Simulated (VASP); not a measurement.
**VN (l.b): relaxation of cell and atoms with LDA**

The system is VN (l.b).

```
CELL_PARAMETERS angstrom
0.00000 2.04000 2.04000
2.04000 0.00000 2.04000
2.04000 2.04000 0.00000
ATOMIC_POSITIONS crystal
V 0.00000 0.00000 0.00000
N 0.50000 0.50000 0.50000
```

| Quantity | Value |
| --- | --- |
| Program | VASP 6.6.1 |
| Task | relaxation of cell and atoms |
| Functional | LDA |
| Potentials or basis | VASP PAW LDA potentials, release 64 (V_sv, N) |
| Cutoff | 600 eV |
| k mesh | 8 × 8 × 8 |
| Occupations | gaussian, width 0.1 eV |
| Spin | no spin polarisation |
| Dipole correction | no |
| Further INCAR settings | ALGO = Normal; EDIFF = 1e-07; IBRION = 2; EDIFFG = -0.05; NSW = 100; ISIF = 3 |

```yaml
Relaxed_volume: 8.29 Å³/atom
Relaxed_cell: a = 2.862 Å, b = 2.862 Å, c = 2.862 Å, α = 60.00°, β = 60.00°, γ = 60.00°
Space_group_after_relaxing_to_0.05_Å: Fm-3m (No. 225)
Energy_gained_by_relaxing: 5.5 meV/atom
Ionic_steps: 3
Pressure_after_relaxing: -0.1 GPa
```

The path:
| step | energy change (eV) | largest force (eV/Å) | pressure (GPa) | volume (Å³) |
| --- | --- | --- | --- | --- |
| 1 | 0.0000 | 0.0000 | -8.49 | 16.98 |
| 2 | 0.0223 | 0.0000 | 16.50 | 15.90 |
| 3 | -0.0111 | 0.0000 | -0.12 | 16.57 |

Final structure:
```
V N
1.0
     0.00000    2.02365    2.02365
     2.02365    0.00000    2.02365
     2.02365    2.02365    0.00000
V N
1 1
Direct
  0.00000 0.00000 0.00000
  0.50000 0.50000 0.50000
```

Levels at points of the mesh, in eV from the Fermi level:
```
           k point  band 5  band 6  band 7  band 8  band 9  band 10  band 11  band 12  band 13
(0.00, 0.00, 0.00)  -18.20   -2.36   -2.36   -2.36   -1.74    -1.74    -1.74    -0.61    -0.61
(0.50, 0.00, 0.00)  -15.15   -9.37   -6.51   -6.51    0.60     0.60     1.57     5.32     5.32
(0.50, 0.50, 0.00)  -16.34   -6.89   -4.23   -3.81   -3.81     0.46     1.29     1.29     3.02
```

Run time: 7.2 s on 1 thread of Intel(R) Xeon(R) 6975P-C (Granite Rapids), on a shared host, peak memory 0.13 GiB.

Caveat: the bands computed are all filled at some k points, so no gap is given; the run has no spin polarisation, though such a crystal can be magnetic.
